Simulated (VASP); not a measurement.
Wanted: the native input for a VASP 6.6.1 run.

```
Task                   : single point
Functional             : r2SCAN
Potentials or basis    : VASP PAW PBE potentials, release 64 (Te)
Cutoff                 : 520 eV
k mesh                 : 9 × 9 × 16
Occupations            : gaussian, width 0.1 eV
Spin                   : no spin polarisation
Dipole correction      : no
Further INCAR settings : ALGO = Normal; EDIFF = 1e-07; NBANDS = 16
```

Crystal: Te.

```
Te
1.0
     5.79314    0.00000    0.00000
    -2.89657    5.01701    0.00000
     0.00000    0.00000    3.05391
Te
3
Cartesian
  0.0000 0.0000 0.0000
  0.0000 3.3447 1.5270
  2.8966 1.6723 1.5270
```

This isn't the form of Te at room conditions, which is trigonal, of chains.

One way to write it, as run:

POSCAR

```
Te
1.0
    5.7931391369      0.0000000000      0.0000000000
   -2.8965695685      5.0170056602      0.0000000000
    0.0000000000      0.0000000000      3.0539070512
Te
3
Direct
    0.0000000000      0.0000000000      0.0000000000
    0.3333333333      0.6666666667      0.5000000000
    0.6666666667      0.3333333333      0.5000000000
```

INCAR.step1

```
PREC = Accurate ; ENCUT = 520
ISMEAR = 0 ; SIGMA = 0.1
LREAL = F ; LASPH = T
NELM = 60 ; NBANDS = 16
GGA = PE ; ALGO = Normal
EDIFF = 1E-4 ; LWAVE = T
LCHARG = F
```

INCAR.step2

```
PREC = Accurate ; ENCUT = 520
EDIFF = 1E-7 ; ISMEAR = 0
SIGMA = 0.1 ; LREAL = F
LASPH = T ; NELM = 60
ALGO = Normal ; ISIF = 2
LWAVE = F ; LCHARG = T
METAGGA = R2SCAN ; LMIXTAU = T
LELF = T ; LVHAR = T
NBANDS = 16 ; ISTART = 1
```

KPOINTS

```
regular mesh
0
Gamma
  9 9 16
```

Potentials or basis: VASP PAW PBE potentials, release 64 (Te).

Launch:

```bash
$ cat potpaw_PBE.64/Te/POTCAR > POTCAR
$ cp INCAR.step1 INCAR
$ mpirun -np 1 vasp_std > vasp.out
$ cp INCAR.step2 INCAR
$ mpirun -np 1 vasp_std > vasp.out
```

Results of the run:

```yaml
Pressure: 0.0 GPa
Band_gap_on_the_k_mesh: zero (bands 9 and 10 overlap by 4.08 eV)
```

Caveat: the PAW data sets were made with another functional, which shifts forces and pressure a little; spin-orbit coupling is left out, which moves the levels of the heavy elements.

Wall time 4.5 min on 1 thread of Intel(R) Xeon(R) 6975P-C (Granite Rapids) (shared host), peak memory 0.3 GiB.
